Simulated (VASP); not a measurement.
Runs of VASP 6.6.1 on Zn. The structure is that of space group Pm-3m (No. 221), or close to it. The cells are those of the table. This isn't the form of Zn at room conditions, which is hcp.

```csv
cell,gap on the mesh (eV),pressure (GPa)
"a = 2.433 Å, 1 atom",none,(b)
"a = 2.358 Å, 1 atom",none,29.7
"a = 2.304 Å, 1 atom",none,(a)
"a = 2.567 Å, 1 atom",none,-0.3
"a = 2.560 Å, 1 atom",none,0.2
```

Alike in all rows: task single point; level r2SCAN+D3(BJ); potentials or basis VASP PAW PBE potentials, release 64 (Zn); no spin polarisation; k mesh 18 × 18 × 18; cutoff (eV) 520; smearing fermi-dirac 0.1 eV.

**Question.** Estimate the missing entries.

**Answer.** (a) 44.4; (b) 14.8.

Caveats: three body term missing; the PAW data sets were made with another functional, which shifts forces and pressure a little; the cell stands under pressure (at least some runs).

A gap of «none» marks levels without a gap at the run's occupations.
